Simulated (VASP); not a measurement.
# SiC (Cmc2_1) in VASP: relaxation of cell and atoms with PBE

Aim: the relaxation of cell and atoms of SiC with PBE.

Everything below comes from runs of VASP 6.6.1. Logs are shortened: lines on timing, memory, paths and dates and some standing lists are left out, and cuts for length are marked.

**1. The cell of the first run**

It takes space group Cmc2_1 (No. 36, orthorhombic). The conventional cell has a = 3.117 Å, b = 5.207 Å, c = 5.094 Å, α = 90.00°, β = 90.00°, γ = 90.00°. Within 2.0 Å of Si (site symmetry m) lie 2 C at 1.49 to 1.90 Å. C (site symmetry m) has 2 Si at 1.49 to 1.90 Å within 2.0 Å.

**2. Relaxation of cell and atoms, PBE**

INCAR reads:

```
SYSTEM = SiC
ALGO = Normal
EDIFF = 1E-6
EDIFFG = -0.04
ENCUT = 600
GGA = PE
IBRION = 2
ISIF = 3
ISMEAR = 0
LASPH = .TRUE.
LCHARG = .FALSE.
LREAL = .FALSE.
LWAVE = .FALSE.
NELM = 80
NSW = 90
PREC = Accurate
SIGMA = 0.1
```

KPOINTS reads:

```
k-points
0
G
  6 6 4
  0 0 0
```

POSCAR reads:

```
SiC
1.0
    1.5587279700     -2.6036791100      0.0000000000
    1.5587279700      2.6036791100      0.0000000000
    0.0000000000      0.0000000000      5.0940667700
Si C
2 2
Direct
    0.3704593600      0.6295406400      0.0056645700
    0.6295406400      0.3704593600      0.5056645700
    0.3704867300      0.6295132700      0.3793354200
    0.6295132700      0.3704867300      0.8793354200
```

Potentials or basis: VASP PAW PBE potentials, release 64 (Si, C).

Run with:

```bash
$ cat potpaw_PBE.64/Si/POTCAR potpaw_PBE.64/C/POTCAR > POTCAR
$ mpirun -np 1 vasp_std > vasp.out
```

OUTCAR:

```text
SYSTEM = SiC
   EDIFF = 1E-6
   EDIFFG = -0.04
   ENCUT = 600
   GGA = PE
   IBRION = 2
   ISIF = 3
   ISMEAR = 0
   LASPH = .TRUE.
   LREAL = .FALSE.
   NELM = 80
   NSW = 90
   PREC = Accurate

 ion  position               nearest neighbor table
   1  0.370  0.630  0.006-   4 1.49   3 1.90   4 2.10   4 2.10   2 2.88   2 2.88
   2  0.630  0.370  0.506-   3 1.49   4 1.90   3 2.10   3 2.10   1 2.88   1 2.88
   3  0.370  0.630  0.379-   2 1.49   1 1.90   2 2.10   2 2.10
   4  0.630  0.370  0.879-   1 1.49   2 1.90   1 2.10   1 2.10

  LATTYP: Found a base centered orthorhombic cell.
 ALAT       =     3.1174559400
 B/A-ratio  =     1.6703871106
 C/A-ratio  =     1.6340461158

  Lattice vectors:

 A1 = (   1.5587279700,  -2.6036791100,   0.0000000000)
 A2 = (   1.5587279700,   2.6036791100,   0.0000000000)
 A3 = (   0.0000000000,   0.0000000000,   5.0940667700)

Analysis of symmetry for initial positions (statically):
=====================================================================
 Subroutine PRICEL returns:
 Original cell was already a primitive cell.

 Routine SETGRP: Setting up the symmetry group for a
 base centered orthorhombic supercell.

 Subroutine GETGRP returns: Found  4 space group operations
 (whereof  2 operations were pure point group operations)
 out of a pool of  8 trial point group operations.

The static configuration has the point symmetry C_1h.
 The point group associated with its full space group is C_2v.

Analysis of symmetry for dynamics (positions and initial velocities):
=====================================================================
 Subroutine PRICEL returns:
 Original cell was already a primitive cell.

 Routine SETGRP: Setting up the symmetry group for a
 base centered orthorhombic supercell.

 Subroutine GETGRP returns: Found  4 space group operations
 (whereof  2 operations were pure point group operations)
 out of a pool of  8 trial point group operations.

The dynamic configuration has the point symmetry C_1h.
 The point group associated with its full space group is C_2v.

 Subroutine INISYM returns: Found  4 space group operations
 (whereof  2 operations are pure point group operations),
 and found     1 'primitive' translations

----------------------------------------------------------------------------------------

                                     Primitive cell

  volume of cell :      41.3478

  direct lattice vectors                    reciprocal lattice vectors
     1.558727970 -2.603679110  0.000000000     0.320774381 -0.192035953  0.000000000
     1.558727970  2.603679110  0.000000000     0.320774381  0.192035953  0.000000000
     0.000000000  0.000000000  5.094066770     0.000000000  0.000000000  0.196306810

  length of vectors
     3.034596809  3.034596809  5.094066770     0.373863626  0.373863626  0.196306810

  position of ions in fractional coordinates (direct lattice)
     0.370459360  0.629540640  0.005664570
     0.629540640  0.370459360  0.505664570
     0.370486730  0.629513270  0.379335420
     0.629513270  0.370486730  0.879335420

  ion indices of the primitive-cell ions
   primitive index   ion index
                 1           1
                 2           2
                 3           3
                 4           4

----------------------------------------------------------------------------------------

 KPOINTS: k-points

Automatic generation of k-mesh.
 Grid dimensions read from file:
 generate k-points for:    6    6    4

 Generating k-lattice:

  Cartesian coordinates                     Fractional coordinates (reciprocal lattice)
     0.053462397 -0.032005992  0.000000000     0.166666667  0.000000000  0.000000000
     0.053462397  0.032005992  0.000000000     0.000000000  0.166666667  0.000000000
     0.000000000  0.000000000  0.049076703     0.000000000  0.000000000  0.250000000

  Length of vectors
     0.062310604  0.062310604  0.049076703

  Shift w.r.t. Gamma in fractional coordinates (k-lattice)
     0.000000000  0.000000000  0.000000000

 Subroutine IBZKPT returns following result:
 ===========================================

 Found     39 irreducible k-points:

 Following reciprocal coordinates:
            Coordinates               Weight
  0.000000  0.000000  0.000000      1.000000
  0.166667  0.000000  0.000000      4.000000
  0.333333 -0.000000  0.000000      4.000000
  0.500000  0.000000  0.000000      2.000000
  0.166667  0.166667  0.000000      2.000000
  0.333333  0.166667  0.000000      4.000000
[... 16 lines left out ...]
  0.333333  0.333333  0.250000      4.000000
  0.500000  0.333333  0.250000      8.000000
 [... further k-points ...]
   k-points           NKPTS =     39   k-points in BZ     NKDIM =     39   number of bands    NBANDS=     12
   number of dos      NEDOS =    301   number of ions     NIONS =      4
   total plane-waves  NPLWV =  24192
   dimension x,y,z NGX =    24 NGY =   24 NGZ =   42
   dimension x,y,z NGXF=    48 NGYF=   48 NGZF=   84
   ions per type =               2   2
   NGX,Y,Z   is equivalent  to a cutoff of  13.15, 13.15, 13.71 a.u.
   NGXF,Y,Z  is equivalent  to a cutoff of  26.30, 26.30, 27.41 a.u.
 SYSTEM =  SiC
   PREC   = accura    normal or accurate (medium, high low for compatibility)
   ISTART =      0    job   : 0-new  1-cont  2-samecut
   ICHARG =      2    charge: 1-file 2-atom 10-const
   ISPIN  =      1    spin polarized calculation?
   LNONCOLLINEAR =      F non collinear calculations
   LSORBIT =      F    spin-orbit coupling
   LASPH  =      T    aspherical Exc in radial PAW
   ENCUT  =  600.0 eV  44.10 Ry    6.64 a.u.   6.06  6.06 10.17*2*pi/ulx,y,z
   NELM   =     80;   NELMIN=  2; NELMDL= -5     # of ELM steps
   EDIFF  = 0.1E-05   stopping-criterion for ELM
   LREAL  =      F    real-space projection
   EDIFFG = -.4E-01   stopping-criterion for IOM
   NSW    =     90    number of steps for IOM
   IBRION =      2    ionic relax: 0-MD 1-quasi-New 2-CG
   NFREE  =      1    steps in history (QN), initial steepest desc. (CG)
   ISIF   =      3    stress and relaxation
   ISYM   =      2    0-nonsym 1-usesym 2-fastsym
   POTIM  = 0.5000    time-step for ionic-motion
   TEBEG  =    0.0;   TEEND  =   0.0 temperature during run
   PSTRESS=    0.0 pullay stress
   NELECT =      16.0000    total number of electrons
   NUPDOWN=      -1.0000    fix difference up-down
   EMIN   =  10.00;   EMAX   =-10.00  energy-range for DOS
   EFERMI =   0.00;   METHOD = LEGACY
   ISMEAR =     0;   SIGMA  =   0.10  broadening in eV -4-tet -1-fermi 0-gaus
   EFERMI_NEDOS =   21; number of points for ismear=-14 and -15
   IALGO  =     38    algorithm
   IMIX   =      4    mixing-type and parameters
     AMIX     =   0.40;   BMIX     =  1.00
     AMIX_MAG =   1.60;   BMIX_MAG =  1.00
  volume/ion in A,a.u.               =      10.34        69.76
  Fermi-wavevector in a.u.,A,eV,Ry     =   1.192973  2.254392 19.363608  1.423185
  Thomas-Fermi vector in A             =   2.328999
   LORBIT       =      0    0 simple, 1 ext, 2 COOP (PROOUT), +10 PAW based schemes
   GGA     = PE    functional components
   LHFCALC =     F    Hartree Fock is set to
   AEXX    =    0.0000 exact exchange contribution
   IVDW    =     0    specifies the selected vdW correction
   LEPSILON=     F    determine dielectric tensor
   LRPA    =     F    only Hartree local field effects (RPA)
 conjugate gradient relaxation of ions
 non-spin polarized calculation
 Gauss-broadening in eV      SIGMA  =   0.10
  energy-cutoff  :      600.00
  volume of cell :       41.35
 maximum number of plane-waves:      1404
   NGX = 13   NGY = 13   NGZ = 21

--------------------------------------- Ionic step        1  -------------------------------------------

 number of electron      16.0000001 magnetization

 Free energy of the ion-electron system (eV)
  ---------------------------------------------------
  ext. energy  EPLUGINS =         0.00000000
  ---------------------------------------------------
  free energy    TOTEN  =       -25.32628724 eV

  energy without entropy =      -25.32628724  energy(sigma->0) =      -25.32628724

------------------------ aborting loop because EDIFF is reached ----------------------------------------

  FORCE on cell =-STRESS in cart. coord.  units (eV):
  Direction    XX          YY          ZZ          XY          YZ          ZX
  --------------------------------------------------------------------------------------
  -------------------------------------------------------------------------------------
  Total       -3.3062644     29.8954751      5.4499614      0.0000000      0.0000000      0.0000000
  in kB     -128.1137494   1158.4135408    211.1794188      0.0000000      0.0000000      0.0000000
  external PRESSURE =     413.8264034 kB  Pullay stress =       0.0000000 kB
[... 63 lines left out ...]
--------------------------------------- Ionic step        3  -------------------------------------------

 number of electron      16.0000000 magnetization

 E-fermi :   5.5993     XC(G=0):  -9.9885

 val. band max:        5.5136823628   @ k =   0.1667   0.0000   0.0000
 cond. band min:       5.6927653008   @ k =   0.5000   0.3333   0.0000
 fundamental gap:      0.1790829380
 Fermi energy:         5.5993438479

 k-point     1 :       0.0000    0.0000    0.0000
  band No.  band energies     occupation
      1      -9.1444      2.00000
      2      -5.9015      2.00000
      3      -3.7717      2.00000
      4       2.7851      2.00000
      5       3.1920      2.00000
      6       3.3355      2.00000
      7       4.9141      2.00000
      8       5.6994      0.15712
      9       7.8133      0.00000
     10       9.8960      0.00000
     11       9.9115      0.00000
     12      11.7284      0.00000
[... 376 lines left out ...]
  FREE ENERGIE OF THE ION-ELECTRON SYSTEM (eV)
  ---------------------------------------------------
  free  energy   TOTEN  =       -26.2564983115 eV

  energy  without entropy=      -26.2549470881  energy(sigma->0) =      -26.25572270

[... ionic steps 4 to 12 ...]

--------------------------------------- Ionic step       13  -------------------------------------------

 number of electron      16.0000000 magnetization

------------------------ aborting loop because EDIFF is reached ----------------------------------------
[... 71 lines left out ...]
--------------------------------------- Ionic step       15  -------------------------------------------

 number of electron      16.0000000 magnetization

 Free energy of the ion-electron system (eV)
  ---------------------------------------------------
  ext. energy  EPLUGINS =         0.00000000
  ---------------------------------------------------
  free energy    TOTEN  =       -30.10196972 eV

  energy without entropy =      -30.10196972  energy(sigma->0) =      -30.10196972

 E-fermi :   8.5735     XC(G=0): -11.2811

 val. band max:        8.0841429929   @ k =   0.0000   0.0000   0.0000
 cond. band min:      10.3936202904   @ k =   0.3333   0.3333   0.0000
 fundamental gap:      2.3094772975
 Fermi energy:         8.5735278244

 k-point     1 :       0.0000    0.0000    0.0000
  band No.  band energies     occupation
      1      -7.3600      2.00000
      2      -3.8472      2.00000
      3      -0.5190      2.00000
      4       6.7687      2.00000
      5       6.7736      2.00000
      6       7.9847      2.00000
      7       8.0822      2.00000
      8       8.0841      2.00000
      9      12.7473      0.00000
     10      14.1378      0.00000
     11      14.6526      0.00000
     12      15.6993      0.00000
[... 376 lines left out ...]
  FREE ENERGIE OF THE ION-ELECTRON SYSTEM (eV)
  ---------------------------------------------------
  free  energy   TOTEN  =       -30.1019697177 eV

  energy  without entropy=      -30.1019697177  energy(sigma->0) =      -30.10196972

 reached required accuracy - stopping structural energy minimisation
```

Run time: 3.8 min. Hardware: 1 thread of Intel Xeon 8259CL, shared host; peak memory 0.17 GiB.

What came out:

* Free energy: -30.1020 eV
* Relaxed volume: 10.50 Å³/atom
* Relaxed cell: a = 3.093 Å, b = 3.093 Å, c = 5.072 Å, α = 90.00°, β = 90.00°, γ = 120.00°
* Space group after relaxing (to 0.1 Å): P6_3mc (No. 186)
* Pressure after relaxing: -0.2 GPa
* Largest force after relaxing: 0.013 eV/Å
* Band gap on the k mesh: 2.31 eV (least direct gap 3.93 eV)

Forces in eV/Å, atoms in the order of the input:
```
Si   0.000  0.008  0.006
Si   0.000 -0.008  0.006
C    0.000  0.012 -0.006
C    0.000 -0.012 -0.006
```

Final structure:
```
CELL_PARAMETERS angstrom
1.54635 -2.67825 0.00000
1.54635 2.67825 0.00000
0.00000 0.00000 5.07233
ATOMIC_POSITIONS crystal
Si 0.33332 0.66668 0.00448
Si 0.66668 0.33332 0.50448
C 0.33345 0.66655 0.38052
C 0.66655 0.33345 0.88052
```

A k mesh can miss the band edges.
